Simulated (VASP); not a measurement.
Here is a VASP 6.6.1 calculation.

Contents of INCAR:

```
SYSTEM = InSb
PREC = Accurate
ENCUT = 520
EDIFF = 1E-6
ISMEAR = 0
SIGMA = 0.1
LREAL = .False.
LASPH = .True.
NELM = 80
ALGO = Normal
ISIF = 2
LWAVE = .False.
LCHARG = .True.
GGA = PE
LELF = .True.
LVHAR = .True.
NBANDS = 26
```

KPOINTS

```
Automatic mesh
0
Gamma
  12 12 10
  0 0 0
```

The input POSCAR:

```
InSb
1.0
    3.0633140000     -3.0813730000      0.0000000000
    3.0633140000      3.0813730000      0.0000000000
    0.0000000000      0.0000000000      6.1268940000
In Sb
2 2
Direct
    0.2794110000      0.7205890000      0.2500000000
    0.7205890000      0.2794110000      0.7500000000
    0.7772050000      0.2227950000      0.2500000000
    0.2227950000      0.7772050000      0.7500000000
```

Potentials or basis: VASP PAW PBE potentials, release 64 (In_d, Sb).

Launch:

```sh
$ cat potpaw_PBE.64/In_d/POTCAR potpaw_PBE.64/Sb/POTCAR > POTCAR
$ mpirun -np 1 vasp_std > vasp.out
```

Problem. Estimate the largest force.

Solution. 0.016 eV/Å.

Problem. Estimate the pressure.

Solution. 0.0 GPa.

Problem. Predict the band gap on the k mesh.

Solution. Zero (band 18 reaches 7.22 eV, above the bottom of band 19 at 4.56 eV).

Stress tensor (GPa, compression positive):
```
 0.27  0.00  0.00
 0.00  0.21  0.00
 0.00  0.00 -0.37
```

Caveat: spin-orbit coupling is left out, which moves the levels of the heavy elements.
